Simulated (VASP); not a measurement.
Fe: single point with PBE

The system is Fe.

```
Fe
1.0
     2.05723    0.00000    0.00000
    -1.02862    1.78162    0.00000
     0.00000    0.00000    1.87697
Fe
1
Direct
  0.00000 0.00000 0.00000
```

This isn't the form of Fe at room conditions, which is bcc.

```yaml
Program: VASP 6.6.1
Task: single point
Functional: PBE
Potentials_or_basis: VASP PAW PBE potentials, release 64 (Fe)
Cutoff: 520 eV
k_mesh: 21 × 21 × 20
Occupations: fermi-dirac, width 0.1 eV
Spin: collinear spin, ferromagnetic start
Starting_moments: "[2.5] μB"
```

```json
{
 "Pressure": "314.5 GPa",
 "Band gap on the k mesh": "zero (filled and empty bands overlap)",
 "Net moment": "0.00 μB per cell"
}
```

Stress tensor (GPa, compression positive):
```
320.77   0.00   0.00
  0.00 320.77   0.00
  0.00   0.00 301.86
```

Levels at points of the mesh, in eV from the Fermi level:
Spin up:
```tsv
k point	band 1	band 2	band 3	band 4	band 5	band 6	band 7	band 8	band 9
(0.00, 0.00, 0.00)	-11.37	-7.39	-3.11	-3.11	2.19	2.19	25.60	29.69	37.50
(0.00, 0.00, 0.50)	-5.76	-2.02	-2.02	-1.62	-1.47	-1.47	11.99	33.71	36.50
```
Spin down:
```tsv
k point	band 1	band 2	band 3	band 4	band 5	band 6	band 7	band 8	band 9
(0.00, 0.00, 0.00)	-11.37	-7.39	-3.11	-3.11	2.19	2.19	25.60	29.69	37.50
(0.00, 0.00, 0.50)	-5.76	-2.02	-2.02	-1.62	-1.47	-1.47	11.99	33.71	36.50
```

It took 2.2 min on 1 thread of Intel Xeon 8259CL, with other jobs on the host, peak memory 0.19 GiB.

Caveat: atoms lie so close that the PAW spheres overlap strongly, which falsifies energies and pressures; the stress differs along the axes, from 302 to 321 GPa; the moments typed at the start vanished in this run.
